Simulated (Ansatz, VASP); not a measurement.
## One calculation of CoO, two programs

```
CELL_PARAMETERS angstrom
-0.04263 2.11018 2.11018
2.11018 -0.04263 2.11018
2.11018 2.11018 -0.04263
ATOMIC_POSITIONS crystal
Co 0.00000 0.00000 0.00000
O 0.50000 0.50000 0.50000
```

Change from the starting cell: equal xy, yz and zx shear strains of -2 %.

Alike in both runs: task single point; functional PBEsol; k mesh 16 × 16 × 16; occupations fermi-dirac, width 0.05 eV; collinear spin.

|  | VASP | Ansatz |
| --- | --- | --- |
| version | VASP 6.6.1 | Ansatz 0.2.0 |
| potentials or method | VASP PAW PBE potentials, release 64 (Co, O), cutoff 520 eV | all-electron LAPW, scalar-relativistic |

VASP gave:

```
pressure (GPa)                                                : -11.3
traceless stress, the component that is largest in VASP (GPa) : -0.25
net moment per atom (μB)                                      : 1.47
size of the moment on the site where the two differ most (μB) : 2.57
```

Q: What did Ansatz give for the same quantities?

A: Pressure (GPa): -10.9; traceless stress, the component that is largest in VASP (GPa): -0.30; net moment per atom (μB): 1.48; size of the moment on the site where the two differ most (μB): 2.60.

VASP's potentials were made for PBE, not for PBEsol. Site moments also hang on the region over which each program counts them. Ansatz ran all-electron here, and VASP with PAW potentials.
